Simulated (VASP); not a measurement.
# GdN (P4/nmm) in VASP: further runs, part 2 of 2

VASP 6.6.1. The steps go on from the part before.

### Step 4. Single point, PBE+U, collinear spin, ferromagnetic start (16.87 Å³/atom)

This run uses another cell than the first one, of 16.87 Å³/atom.

File INCAR:

```
SYSTEM = GdN
ALGO = Normal ; EDIFF = 1E-6
ENCUT = 520 ; GGA = PE
ISIF = 2 ; ISMEAR = 0
ISPIN = 2 ; LASPH = .TRUE.
LCHARG = .FALSE. ; LDAU = .TRUE.
LDAUJ = 0 0 ; LDAUL = 3 -1
LDAUPRINT = 1 ; LDAUTYPE = 2
LDAUU = 6 0 ; LMAXMIX = 6
LORBIT = 11 ; LREAL = .FALSE.
LWAVE = .FALSE. ; MAGMOM = 7.56 7.56 -0.11 -0.11
NBANDS = 35 ; NELM = 150
PREC = Accurate ; SIGMA = 0.05
```

File KPOINTS:

```
k-points
0
G
  6 6 4
  0 0 0
```

File POSCAR:

```
GdN
1.0
    4.3275777037      0.0000000000      0.0000000000
    0.0000000000      4.3275777037      0.0000000000
    0.0000000000      0.0000000000      3.6035927234
Gd N
2 2
Direct
    0.5000000000      0.0000000000      0.2426009271
    0.0000000000      0.5000000000      0.7573990729
    0.0000000000      0.0000000000      0.0000000000
    0.5000000000      0.5000000000      0.0000000000
```

Command:

```
> cat potpaw_PBE.64/Gd/POTCAR potpaw_PBE.64/N/POTCAR > POTCAR
> mpirun -np 1 vasp_std > vasp.out
```

It took 2.1 min on 1 thread of Intel Xeon 6975P-C (Granite Rapids), shared host; peak memory 0.26 GiB.

Results (log left out):

| Property | Result |
| --- | --- |
| Free energy | -44.0371 eV |
| Pressure | 0.0 GPa |
| Largest force | 0.050 eV/Å |
| Band gap on the k mesh | 0.31 eV (least direct gap 0.58 eV) |
| Net moment | 14.00 μB per cell |
| Site moments | Gd +6.86; N -0.08 μB |
| Valence electrons inside the program's atomic spheres | Gd 15.27; N 3.65 |

Forces in eV/Å, atoms in the order of the input:
```
Gd   0.000  0.000  0.050
Gd   0.000  0.000 -0.050
N    0.000  0.000  0.000
N    0.000  0.000  0.000
```

Stress tensor (GPa, compression positive):
```
 0.09  0.00  0.00
 0.00  0.09  0.00
 0.00  0.00 -0.19
```

Levels at points of the mesh, in eV from the valence-band top:
Spin up:
| k point | band 26 | band 27 | band 28 | band 29 | band 30 | band 31 | band 32 | band 33 | band 34 | band 35 |
| --- | --- | --- | --- | --- | --- | --- | --- | --- | --- | --- |
| (0.00, 0.00, 0.00) | -2.13 | -2.13 | -1.33 | -0.27 | -0.27 | 0.31 | 1.18 | 3.06 | 3.93 | 3.93 |
| (0.50, 0.00, 0.00) | -2.78 | -1.83 | -1.83 | -1.26 | -1.26 | 0.97 | 0.97 | 3.17 | 3.19 | 3.22 |
| (0.50, 0.50, 0.00) | -4.24 | -1.72 | -1.72 | -0.32 | -0.32 | 1.09 | 1.09 | 1.65 | 1.65 | 5.83 |
| (0.00, 0.00, 0.50) | -3.12 | -2.81 | -2.81 | -1.23 | -1.23 | 3.14 | 3.75 | 4.00 | 4.00 | 5.68 |
| (0.50, 0.00, 0.50) | -2.85 | -2.78 | -2.78 | -1.98 | -1.98 | 3.40 | 3.40 | 4.17 | 4.17 | 5.73 |
| (0.50, 0.50, 0.50) | -2.94 | -2.30 | -2.30 | -1.44 | -1.44 | 2.35 | 2.35 | 3.08 | 3.08 | 4.58 |
Spin down:
```
           k point  band 12  band 13  band 14  band 15  band 16  band 17  band 18  band 19  band 20  band 21
(0.00, 0.00, 0.00)    -1.87    -1.87    -1.32    -0.53    -0.53     0.78     1.90     3.45     3.67     4.03
(0.50, 0.00, 0.00)    -2.72    -1.66    -1.66    -1.42    -1.42     1.45     1.45     3.43     3.43     3.50
(0.50, 0.50, 0.00)    -4.04    -1.75    -1.75    -0.72    -0.72     1.64     1.64     2.31     2.31     4.28
(0.00, 0.00, 0.50)    -3.07    -2.55    -2.55    -1.35    -1.35     3.37     3.69     4.14     4.24     4.38
(0.50, 0.00, 0.50)    -2.77    -2.58    -2.58    -2.01    -2.01     3.68     3.68     4.04     4.04     4.15
(0.50, 0.50, 0.50)    -2.81    -2.21    -2.21    -1.54    -1.54     2.78     2.78     3.26     3.26     4.19
```

Eigenvalues of the final occupation matrices:
| site | spin | trace | eigenvalues |
| --- | --- | --- | --- |
| site 1 f | 1 | 6.94 | 0.99 0.99 0.99 0.99 0.99 0.99 0.99 |
| site 1 f | 2 | 0.05 | 0.00 0.00 0.00 0.00 0.01 0.01 0.01 |
| site 2 f | 1 | 6.94 | 0.99 0.99 0.99 0.99 0.99 0.99 0.99 |
| site 2 f | 2 | 0.05 | 0.00 0.00 0.00 0.00 0.01 0.01 0.01 |

Caveat: the k points lie up to 0.44 Å⁻¹ apart; spin-orbit coupling is left out, which moves the levels of the heavy elements. A k mesh can miss the band edges.

### Step 5. Relaxation of shape and atoms at fixed volume, PBE+U, collinear spin, ferromagnetic start (18.10 Å³/atom)

This run uses another cell than the first one, of 18.10 Å³/atom.

File INCAR:

```
SYSTEM = GdN
  ALGO = Normal
  EDIFF = 1E-6
  EDIFFG = -0.04
  ENCUT = 600
  GGA = PE
  IBRION = 2
  ISIF = 4
  ISMEAR = 0
  ISPIN = 2
  LASPH = .TRUE.
  LCHARG = .FALSE.
  LDAU = .TRUE.
  LDAUJ = 0 0
  LDAUL = 3 -1
  LDAUPRINT = 1
  LDAUTYPE = 2
  LDAUU = 6 0
  LMAXMIX = 6
  LORBIT = 11
  LREAL = .FALSE.
  LWAVE = .FALSE.
  MAGMOM = 7.57 7.57 -0.12 -0.12
  NELM = 150
  NSW = 60
  PREC = Accurate
  SIGMA = 0.05
```

KPOINTS is that of step 4.

File POSCAR:

```
GdN
1.0
    4.2607969527      0.0000000000      0.0000000000
    0.0000000000      4.2607969527      0.0000000000
    0.0000000000      0.0000000000      3.9878082812
Gd N
2 2
Direct
    0.5000000000      0.0000000000      0.1929741307
    0.0000000000      0.5000000000      0.8070258693
    0.0000000000      0.0000000000      0.0000000000
    0.5000000000      0.5000000000      0.0000000000
```

Potentials or basis: VASP PAW PBE potentials, release 64 (Gd, N).

Command:

```
> cat potpaw_PBE.64/Gd/POTCAR potpaw_PBE.64/N/POTCAR > POTCAR
> mpirun -np 1 vasp_std > vasp.out
```

OUTCAR:

```text
SYSTEM = GdN
   EDIFF = 1E-6
   EDIFFG = -0.04
   ENCUT = 600
   GGA = PE
   IBRION = 2
   ISIF = 4
   ISMEAR = 0
   ISPIN = 2
   LASPH = .TRUE.
   LORBIT = 11
   LREAL = .FALSE.
   NELM = 150
   NSW = 60
   PREC = Accurate

 ion  position               nearest neighbor table
   1  0.500  0.000  0.193-   3 2.27   4 2.27   4 2.27   3 2.27   2 3.38   2 3.38   2 3.38   2 3.38

   2  0.000  0.500  0.807-   3 2.27   4 2.27   3 2.27   4 2.27   1 3.38   1 3.38   1 3.38   1 3.38

   3  0.000  0.000  0.000-   1 2.27   2 2.27   2 2.27   1 2.27
   4  0.500  0.500  0.000-   1 2.27   2 2.27   1 2.27   2 2.27

  LATTYP: Found a simple tetragonal cell.
 ALAT       =     4.2607969527
 C/A-ratio  =     0.9359301383

  Lattice vectors:

 A1 = (   4.2607969527,   0.0000000000,   0.0000000000)
 A2 = (   0.0000000000,   4.2607969527,   0.0000000000)
 A3 = (   0.0000000000,   0.0000000000,   3.9878082812)

[... 505 lines left out ...]
  o =  0.9934  v = -0.9594 -0.0000 -0.2821  0.0000 -0.0000 -0.0000  0.0000  0.0000  0.0000  0.0000  0.0000  0.0000  0.0000  0.0000      0.0000  0.0000  0.0000  0.0000  0.0000  0.0000  0.0000  0.0000  0.0000  0.0000  0.0000  0.0000  0.0000  0.0000
  o =  0.9934  v =  0.0000  0.0000 -0.0000 -0.0000  0.2821  0.0000 -0.9594  0.0000  0.0000  0.0000  0.0000  0.0000  0.0000  0.0000      0.0000  0.0000  0.0000  0.0000  0.0000  0.0000  0.0000  0.0000  0.0000  0.0000  0.0000  0.0000  0.0000  0.0000
  o =  0.9942  v = -0.0000  0.0000  0.0000 -0.0000 -0.0000 -1.0000 -0.0000  0.0000  0.0000  0.0000  0.0000  0.0000  0.0000  0.0000      0.0000  0.0000  0.0000  0.0000  0.0000  0.0000  0.0000  0.0000  0.0000  0.0000  0.0000  0.0000  0.0000  0.0000

--------------------------------------- Ionic step        7  -------------------------------------------

 number of electron      46.0000009 magnetization      14.0000018

 Free energy of the ion-electron system (eV)
  ---------------------------------------------------
  ext. energy  EPLUGINS =         0.00000000
  ---------------------------------------------------
  free energy    TOTEN  =       -44.00212444 eV

  energy without entropy =      -44.00180238  energy(sigma->0) =      -44.00196341

 E-fermi :   3.3490     XC(G=0): -10.6185

 val. band max:        3.3246885689   @ k =   0.1667   0.1667   0.0000
 cond. band min:       3.6578421564   @ k =   0.0000   0.0000   0.0000
 fundamental gap:      0.3331535875
 Fermi energy:         3.3490395417

 spin component 1

 k-point     1 :       0.0000    0.0000    0.0000
  band No.  band energies     occupation
      1     -40.9688      1.00000
      2     -40.8778      1.00000
      3     -18.6012      1.00000
      4     -18.5460      1.00000
      5     -18.5460      1.00000
      6     -18.2483      1.00000
[... 1802 lines left out ...]
  FREE ENERGIE OF THE ION-ELECTRON SYSTEM (eV)
  ---------------------------------------------------
  free  energy   TOTEN  =       -44.0021244407 eV

  energy  without entropy=      -44.0018023847  energy(sigma->0) =      -44.00196341

 reached required accuracy - stopping structural energy minimisation

 total charge

# of ion       s       p       d       f       tot
--------------------------------------------------
    1        2.038   5.627   0.596   6.985  15.247
    2        2.038   5.627   0.596   6.985  15.247
    3        1.262   2.367   0.000   0.000   3.629
    4        1.262   2.367   0.000   0.000   3.629
--------------------------------------------------
tot          6.600  15.987   1.192  13.971  37.751

 magnetization (x)

# of ion       s       p       d       f       tot
--------------------------------------------------
    1       -0.004  -0.086   0.063   6.886   6.859
    2       -0.004  -0.086   0.063   6.886   6.859
    3       -0.007  -0.083   0.000   0.000  -0.089
    4       -0.007  -0.083   0.000   0.000  -0.089
--------------------------------------------------
tot         -0.021  -0.337   0.125  13.773  13.540
```

OSZICAR:

```text
N       E                     dE             d eps       ncg     rms          rms(c)
DAV:   1     0.386276359731E+03    0.38628E+03   -0.17409E+04  5960   0.762E+03
[... 100 lines left out ...]
DAV:   4    -0.440022230557E+02    0.19162E-03   -0.35757E-04  7332   0.573E-01    0.246E-01
DAV:   5    -0.440021534372E+02    0.69619E-04   -0.22734E-04  7856   0.361E-01    0.207E-01
DAV:   6    -0.440021201739E+02    0.33263E-04   -0.47865E-05  6522   0.334E-01    0.135E-01
DAV:   7    -0.440021156312E+02    0.45427E-05   -0.74291E-05  7444   0.237E-01    0.870E-02
DAV:   8    -0.440021221862E+02   -0.65551E-05   -0.64634E-05  7092   0.100E-01    0.690E-02
DAV:   9    -0.440021244146E+02   -0.22284E-05   -0.21276E-05  6858   0.240E-02    0.900E-02
DAV:  10    -0.440021244407E+02   -0.26051E-07   -0.94077E-07  2818   0.103E-02
   7 F= -.44002124E+02 E0= -.44001963E+02  d E =-.125374E-02  mag=    14.0000
```

CONTCAR:

```text
GdN
   1.00000000000000
     4.3701631704627486    0.0000000000000000    0.0000000000000000
     0.0000000000000000    4.3701631704627486    0.0000000000000000
     0.0000000000000000    0.0000000000000000    3.7907107117752470
  Gd              N
     2     2
Direct
     0.5000000000000000    0.0000000000000000    0.2224391021389746
     0.0000000000000000    0.5000000000000000    0.7775608978610254
     1.0000000000000000    0.0000000000000000    0.0000000000000000
     0.5000000000000000    0.5000000000000000    0.0000000000000000

  0.00000000E+00  0.00000000E+00  0.00000000E+00
  0.00000000E+00  0.00000000E+00  0.00000000E+00
  0.00000000E+00  0.00000000E+00  0.00000000E+00
  0.00000000E+00  0.00000000E+00  0.00000000E+00
```

Run time: 25 min. Hardware: 1 thread of Intel Xeon Platinum 8259CL at 2.50GHz (Skylake/Cascade Lake), shared host; peak memory 0.33 GiB.

What came out:

```yaml
Free_energy: -44.0021 eV
Energy_gained_by_relaxing: 67.1 meV/atom
Ionic_steps: 7
Pressure_after_relaxing: -2.4 GPa
Largest_force_after_relaxing: 0.014 eV/Å
Band_gap_on_the_k_mesh: zero (filled and empty bands overlap)
Net_moment: 14.00 μB per cell
Site_moments: Gd +6.86; N -0.09 μB
Valence_electrons_inside_the_program's_atomic_spheres: Gd 15.25; N 3.63
```

Forces in eV/Å, atoms in the order of the input:
```
Gd   0.000  0.000  0.014
Gd   0.000  0.000 -0.014
N    0.000  0.000  0.000
N    0.000  0.000  0.000
```

Stress tensor (GPa, compression positive):
```
-2.32  0.00  0.00
 0.00 -2.32  0.00
 0.00  0.00 -2.58
```

Step by step:
```tsv
step	energy change (eV)	largest force (eV/Å)	pressure (GPa)	volume (Å³)
1	0.0000	1.4545	8.44	72.40
2	-0.2344	0.5184	1.07	72.40
3	-0.2668	0.0442	-2.89	72.40
4	-0.2673	0.0770	-2.54	72.40
5	-0.2672	0.1038	-2.33	72.40
6	-0.2684	0.0402	-2.39	72.40
7	-0.2684	0.0142	-2.41	72.40
```

Final structure:
```xyz
4
Lattice="4.3702 0.0000 0.0000 0.0000 4.3702 0.0000 0.0000 0.0000 3.7907" Properties=species:S:1:pos:R:3 pbc="T T T"
Gd    2.1851    0.0000    0.8432
Gd    0.0000    2.1851    2.9475
N     4.3702    0.0000    0.0000
N     2.1851    2.1851    0.0000
```

Eigenvalues of the final occupation matrices:
```csv
site,spin,trace,eigenvalues
site 1 f,1,6.94,0.99 0.99 0.99 0.99 0.99 0.99 0.99
site 1 f,2,0.05,0.00 0.00 0.00 0.00 0.01 0.01 0.01
site 2 f,1,6.94,0.99 0.99 0.99 0.99 0.99 0.99 0.99
site 2 f,2,0.05,0.00 0.00 0.00 0.00 0.01 0.01 0.01
```

Caveat: the k points lie up to 0.41 Å⁻¹ apart in the final cell; spin-orbit coupling is left out, which moves the levels of the heavy elements. The state reached can hang on the start; a lower one may exist.

### Step 6. Overview

```tsv
task	cell	k mesh	cutoff (eV)	gap on the mesh (eV)	pressure (GPa)	moment (μB)	largest force (eV/Å)
single point	a = 4.325, b = 4.325, c = 3.594 Å, 4 atoms, atomic positions A	4 × 4 × 6	520	0.29	0.1	14.00	0.08
single point	a = 4.304, b = 4.304, c = 3.518 Å, 4 atoms, atomic positions B	6 × 6 × 4	520	0.54	1.7	14.00	0.07
single point	a = 4.328, b = 4.328, c = 3.604 Å, 4 atoms, atomic positions A	6 × 6 × 4	520	0.31	0.0	14.00	0.05
relaxation of shape and atoms at fixed volume	relaxed from a = 4.261, b = 4.261, c = 3.988 Å, 4 atoms, atomic positions C	6 × 6 × 4	600	none	-2.4	14.00	0.01
```

Alike in all rows: level PBE+U; potentials or basis VASP PAW PBE potentials, release 64 (Gd, N); spin collinear, ferromagnetic start; Gd f U = 6.0 eV; smearing gaussian 0.05 eV.

Caveats: some runs use coarse meshes; spin-orbit coupling is left out, which moves the levels of the heavy elements.

Total energies depend on the potentials used, so only differences within one code and one set of settings carry meaning.
